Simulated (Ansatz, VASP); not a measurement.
# One calculation of MnHg, two programs

```
Mn Hg
1.0
     3.20473    0.00000    0.00000
     0.00000    3.20473    0.00000
     0.00000    0.00000    3.54705
Mn Hg
1 1
Direct
  0.50000 0.50000 0.50000
  0.00000 0.00000 0.00000
```

Change from the starting cell: stretched by +7 % along [0.0, 0.0, 1.0] at fixed volume; collinear moments without spin-orbit coupling, PAW files.

Alike in both runs: task single point; functional PBE; k mesh 9 × 9 × 9; occupations fermi-dirac, width 0.1 eV; collinear spin.

|  | VASP | Ansatz |
| --- | --- | --- |
| version | VASP 6.6.1 | Ansatz 0.2.0 |
| potentials or method | VASP PAW PBE potentials, release 64 (Mn_pv, Hg) | PAW with Ansatz's default frozen-core files, scalar-relativistic |
| plane-wave cutoff (eV) | 520 | 420 |
| valence electrons in the cell | 25 | 35 |

```tsv
	VASP	Ansatz	Ansatz less VASP
pressure (GPa)	0.5	0.0	-0.47
traceless stress, the component that is largest in VASP (GPa)	-0.06	-0.01	+0.048
net moment per atom (μB)	1.92	1.92	-0.001
size of the moment on the site where the two differ most (μB)	3.78	3.83	+0.055
```

Site moments also hang on the region over which each program counts them. VASP's potentials hold 25 valence electrons a cell and Ansatz's 35, so a difference there can come from the potentials and not from the codes.

Neither program's run includes spin-orbit coupling.
